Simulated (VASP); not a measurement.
# MgO2 (Pa-3) in VASP: further runs, part 2 of 2

VASP 6.6.1. Earlier steps stand in the parts before.

## (4) Relaxation of the atoms, PBEsol (8.32 Å³/atom)

This run uses another cell than the first one, of 8.32 Å³/atom.

INCAR reads:

```
PREC = Accurate ; ENCUT = 520
EDIFF = 1E-7 ; ISMEAR = 0
SIGMA = 0.02 ; LREAL = F
LASPH = T ; NELM = 80
ALGO = Normal ; ISIF = 2
LWAVE = F ; LCHARG = F
GGA = PS ; IBRION = 2
NSW = 50 ; EDIFFG = -0.01
```

KPOINTS reads:

```
Automatic mesh
0
Gamma
  6 6 6
```

POSCAR reads:

```
MgO2
1.0
    4.6388905178      0.0000000000      0.0000000000
    0.0000000000      4.6388905178      0.0000000000
    0.0000000000      0.0000000000      4.6388905178
Mg O
4 8
Direct
    0.0000000000      0.5000000000      0.5000000000
    0.5000000000      0.5000000000      0.0000000000
    0.5000000000      0.0000000000      0.5000000000
    0.0000000000      0.0000000000      0.0000000000
    0.4100189314      0.0899810686      0.9100189314
    0.0899810686      0.9100189314      0.4100189314
    0.9100189314      0.4100189314      0.0899810686
    0.5899810686      0.5899810686      0.5899810686
    0.4100189314      0.4100189314      0.4100189314
    0.0899810686      0.5899810686      0.9100189314
    0.9100189314      0.0899810686      0.5899810686
    0.5899810686      0.9100189314      0.0899810686
```

Potentials or basis: VASP PAW PBE potentials, release 64 (Mg, O).

Command:

```
> cat potpaw_PBE.64/Mg/POTCAR potpaw_PBE.64/O/POTCAR > POTCAR
> mpirun -np 1 vasp_std > vasp.out
```

OUTCAR:

```text
PREC = Accurate
   ENCUT = 520
   EDIFF = 1E-7
   ISMEAR = 0
   LREAL = F
   LASPH = T
   NELM = 80
   ISIF = 2
   GGA = PS
   IBRION = 2
   NSW = 50
   EDIFFG = -0.01

 ion  position               nearest neighbor table
   1  0.000  0.500  0.500-   6 1.99   7 1.99   8 1.99   9 1.99  10 1.99  11 1.99   8 2.80  11 2.80
                             7 2.80  10 2.80   6 2.80   9 2.80   2 3.28   4 3.28   2 3.28   3 3.28
   2  0.500  0.500  0.000-   5 1.99   7 1.99   8 1.99   9 1.99  10 1.99  12 1.99  10 2.80   5 2.80
                             8 2.80   9 2.80  12 2.80   7 2.80   1 3.28   3 3.28   1 3.28   3 3.28
   3  0.500  0.000  0.500-   5 1.99   6 1.99   8 1.99   9 1.99  11 1.99  12 1.99   6 2.80   8 2.80
                            12 2.80   5 2.80   9 2.80  11 2.80   2 3.28   4 3.28   1 3.28   1 3.28
   4  0.000  0.000  0.000-   5 1.99   6 1.99   7 1.99  10 1.99  11 1.99  12 1.99  12 2.80  10 2.80
                            11 2.80   6 2.80   7 2.80   5 2.80   1 3.28   3 3.28   1 3.28   1 3.28
   5  0.410  0.090  0.910-  12 1.45   3 1.99   4 1.99   2 1.99   4 2.80   3 2.80   2 2.80
   6  0.090  0.910  0.410-  11 1.45   3 1.99   4 1.99   1 1.99   1 2.80   4 2.80   3 2.80
   7  0.910  0.410  0.090-  10 1.45   2 1.99   4 1.99   1 1.99   2 2.80   4 2.80   1 2.80
   8  0.590  0.590  0.590-   9 1.45   2 1.99   3 1.99   1 1.99   2 2.80   3 2.80   1 2.80
   9  0.410  0.410  0.410-   8 1.45   2 1.99   3 1.99   1 1.99   3 2.80   2 2.80   1 2.80
  10  0.090  0.590  0.910-   7 1.45   2 1.99   4 1.99   1 1.99   1 2.80   4 2.80   2 2.80
  11  0.910  0.090  0.590-   6 1.45   3 1.99   4 1.99   1 1.99   3 2.80   4 2.80   1 2.80
  12  0.590  0.910  0.090-   5 1.45   3 1.99   4 1.99   2 1.99   2 2.80   3 2.80   4 2.80

  LATTYP: Found a simple cubic cell.
 ALAT       =     4.6388905178

  Lattice vectors:

 A1 = (   4.6388905178,   0.0000000000,   0.0000000000)
 A2 = (   0.0000000000,   4.6388905178,   0.0000000000)
 A3 = (   0.0000000000,   0.0000000000,   4.6388905178)

Analysis of symmetry for initial positions (statically):
=====================================================================
 Subroutine PRICEL returns:
 Original cell was already a primitive cell.

 Routine SETGRP: Setting up the symmetry group for a
 simple cubic supercell.

 Subroutine GETGRP returns: Found 24 space group operations
[... 151 lines left out ...]
   EMIN   =  10.00;   EMAX   =-10.00  energy-range for DOS
   EFERMI =   0.00;   METHOD = LEGACY
   ISMEAR =     0;   SIGMA  =   0.02  broadening in eV -4-tet -1-fermi 0-gaus
   EFERMI_NEDOS =   21; number of points for ismear=-14 and -15
   IALGO  =     38    algorithm
   IMIX   =      4    mixing-type and parameters
     AMIX     =   0.40;   BMIX     =  1.00
     AMIX_MAG =   1.60;   BMIX_MAG =  1.00
  volume/ion in A,a.u.               =       8.32        56.14
  Fermi-wavevector in a.u.,A,eV,Ry     =   1.350175  2.551461 24.803046  1.822972
  Thomas-Fermi vector in A             =   2.477701
   LORBIT       =      0    0 simple, 1 ext, 2 COOP (PROOUT), +10 PAW based schemes
   GGA     = PS    functional components
   LHFCALC =     F    Hartree Fock is set to
   AEXX    =    0.0000 exact exchange contribution
   IVDW    =     0    specifies the selected vdW correction
   LEPSILON=     F    determine dielectric tensor
   LRPA    =     F    only Hartree local field effects (RPA)
 conjugate gradient relaxation of ions
 non-spin polarized calculation
 Gauss-broadening in eV      SIGMA  =   0.02
  energy-cutoff  :      520.00
  volume of cell :       99.83
 maximum number of plane-waves:      2730
 NGX is ok and might be reduce to    36
   NGX = 17   NGY = 17   NGZ = 17

--------------------------------------- Ionic step        1  -------------------------------------------

 number of electron      55.9999911 magnetization

 Free energy of the ion-electron system (eV)
  ---------------------------------------------------
  ext. energy  EPLUGINS =         0.00000000
  ---------------------------------------------------
  free energy    TOTEN  =       -68.90470861 eV

  energy without entropy =      -68.90470861  energy(sigma->0) =      -68.90470861

------------------------ aborting loop because EDIFF is reached ----------------------------------------

  FORCE on cell =-STRESS in cart. coord.  units (eV):
  Direction    XX          YY          ZZ          XY          YZ          ZX
  --------------------------------------------------------------------------------------
  -------------------------------------------------------------------------------------
  Total       14.6627123     14.6627123     14.6627123      0.0000000      0.0000000      0.0000000
  in kB      235.3328344    235.3328344    235.3328344      0.0000000      0.0000000      0.0000000
  external PRESSURE =     235.3328344 kB  Pullay stress =       0.0000000 kB
[... 79 lines left out ...]
--------------------------------------- Ionic step        3  -------------------------------------------

 number of electron      55.9999916 magnetization

 Free energy of the ion-electron system (eV)
  ---------------------------------------------------
  ext. energy  EPLUGINS =         0.00000000
  ---------------------------------------------------
  free energy    TOTEN  =       -68.92024918 eV

  energy without entropy =      -68.92024918  energy(sigma->0) =      -68.92024918

 E-fermi :   3.9106     XC(G=0): -11.6906

 val. band max:        3.8123575524   @ k =   0.0000   0.0000   0.0000
 cond. band min:       8.1498696766   @ k =   0.3333   0.1667   0.1667
 fundamental gap:      4.3375121242
 Fermi energy:         3.9105867525

 k-point     1 :       0.0000    0.0000    0.0000
  band No.  band energies     occupation
      1     -18.0956      2.00000
      2     -17.0545      2.00000
      3     -17.0545      2.00000
      4     -17.0545      2.00000
      5     -10.9967      2.00000
      6     -10.9967      2.00000
[... 940 lines left out ...]
  FREE ENERGIE OF THE ION-ELECTRON SYSTEM (eV)
  ---------------------------------------------------
  free  energy   TOTEN  =       -68.9202491815 eV

  energy  without entropy=      -68.9202491815  energy(sigma->0) =      -68.92024918

 reached required accuracy - stopping structural energy minimisation
```

CONTCAR:

```text
MgO2
   1.00000000000000
     4.6388905178000002    0.0000000000000000    0.0000000000000000
     0.0000000000000000    4.6388905178000002    0.0000000000000000
     0.0000000000000000    0.0000000000000000    4.6388905178000002
  Mg              O
     4     8
Direct
     0.0000000000000000    0.5000000000000000    0.5000000000000000
     0.5000000000000000    0.5000000000000000    0.0000000000000000
     0.5000000000000000    0.0000000000000000    0.5000000000000000
     0.0000000000000000    0.0000000000000000    0.0000000000000000
     0.4089980843158707    0.0910019156841293    0.9089980843158707
     0.0910019156841293    0.9089980843158707    0.4089980843158707
     0.9089980843158707    0.4089980843158707    0.0910019156841293
     0.5910019156841293    0.5910019156841293    0.5910019156841293
     0.4089980843158707    0.4089980843158707    0.4089980843158707
     0.0910019156841293    0.5910019156841293    0.9089980843158707
     0.9089980843158707    0.0910019156841293    0.5910019156841293
     0.5910019156841293    0.9089980843158707    0.0910019156841293

  0.00000000E+00  0.00000000E+00  0.00000000E+00
  0.00000000E+00  0.00000000E+00  0.00000000E+00
  0.00000000E+00  0.00000000E+00  0.00000000E+00
  0.00000000E+00  0.00000000E+00  0.00000000E+00
  0.00000000E+00  0.00000000E+00  0.00000000E+00
  0.00000000E+00  0.00000000E+00  0.00000000E+00
  0.00000000E+00  0.00000000E+00  0.00000000E+00
  0.00000000E+00  0.00000000E+00  0.00000000E+00
  0.00000000E+00  0.00000000E+00  0.00000000E+00
  0.00000000E+00  0.00000000E+00  0.00000000E+00
  0.00000000E+00  0.00000000E+00  0.00000000E+00
  0.00000000E+00  0.00000000E+00  0.00000000E+00
```

Wall time 2.4 min (1 thread of Intel Xeon Platinum 8259CL at 2.50GHz (Skylake/Cascade Lake), shared host); peak memory 0.24 GiB.

Results:

```yaml
Free_energy: -68.9202 eV
Energy_gained_by_relaxing: 1.3 meV/atom
Ionic_steps: 3
Pressure_after_relaxing: 22.7 GPa
Band_gap_on_the_k_mesh: 4.34 eV (least direct gap 4.51 eV)
```

Step by step:
| step | energy change (eV) | largest force (eV/Å) | pressure (GPa) |
| --- | --- | --- | --- |
| 1 | 0.0000 | 0.4811 | 23.53 |
| 2 | 0.0323 | 0.7751 | 21.54 |
| 3 | -0.0155 | 0.0004 | 22.74 |

Final structure:
```
Mg O
1.0
     4.63889    0.00000    0.00000
     0.00000    4.63889    0.00000
     0.00000    0.00000    4.63889
Mg O
4 8
Direct
  0.00000 0.50000 0.50000
  0.50000 0.50000 0.00000
  0.50000 0.00000 0.50000
  0.00000 0.00000 0.00000
  0.40900 0.09100 0.90900
  0.09100 0.90900 0.40900
  0.90900 0.40900 0.09100
  0.59100 0.59100 0.59100
  0.40900 0.40900 0.40900
  0.09100 0.59100 0.90900
  0.90900 0.09100 0.59100
  0.59100 0.90900 0.09100
```

Caveat: the PAW data sets were made with another functional, which shifts forces and pressure a little. A k mesh can miss the band edges.

## (5) The runs side by side

```csv
task,cell,cutoff (eV),smearing,gap on the mesh (eV),pressure (GPa)
single point,"a = 4.841 Å, 12 atoms, atomic positions A",520,gaussian 0.01 eV,3.95,-0.1
relaxation of cell and atoms,"relaxed from a = 4.841 Å, 12 atoms, atomic positions A",600,gaussian 0.01 eV,3.90,0.0
relaxation of the atoms,"atoms relaxed from a = 4.639 Å, 12 atoms, atomic positions B",520,gaussian 0.02 eV,4.34,22.7
```

Alike in all rows: level PBEsol; potentials or basis VASP PAW PBE potentials, release 64 (Mg, O); no spin polarisation; k mesh 6 × 6 × 6.

Caveats: the PAW data sets were made with another functional, which shifts forces and pressure a little.

Total energies depend on the potentials used, so only differences within one code and one set of settings carry meaning.
